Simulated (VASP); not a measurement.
A run of VASP 6.6.1 is set up as follows.

INCAR

```
SYSTEM = W
PREC = Accurate ; ENCUT = 520
EDIFF = 1E-7 ; ISMEAR = -1
SIGMA = 0.05 ; LREAL = .False.
LASPH = .True. ; NELM = 100
ALGO = Fast ; ISIF = 2
LWAVE = .False. ; LCHARG = .False.
GGA = PS ; NBANDS = 13
```

Contents of KPOINTS:

```
Automatic mesh
0
Gamma
  10 10 10
  0 0 0
```

Contents of POSCAR:

```
W
1.0
   -1.5823450000      1.5823450000      1.5981684500
    1.5823450000     -1.5823450000      1.5981684500
    1.5823450000      1.5823450000     -1.5981684500
W
1
Direct
    0.0000000000      0.0000000000      0.0000000000
```

Potentials or basis: VASP PAW PBE potentials, release 64 (W_sv).

Launch:

```bash
$ cat potpaw_PBE.64/W_sv/POTCAR > POTCAR
$ mpirun -np 1 vasp_std > vasp.out
```

Question: Estimate the band gap on the k mesh.

Answer: Zero (band 7 reaches 16.20 eV, above the bottom of band 8 at 9.99 eV).

Question: Predict the pressure.

Answer: -5.4 GPa.

Stress tensor (GPa, compression positive):
```
-4.29  0.00  0.00
 0.00 -4.29  0.00
 0.00  0.00 -7.52
```

Caveat: the PAW data sets were made with another functional, which shifts forces and pressure a little; spin-orbit coupling is left out, which moves the levels of the heavy elements.
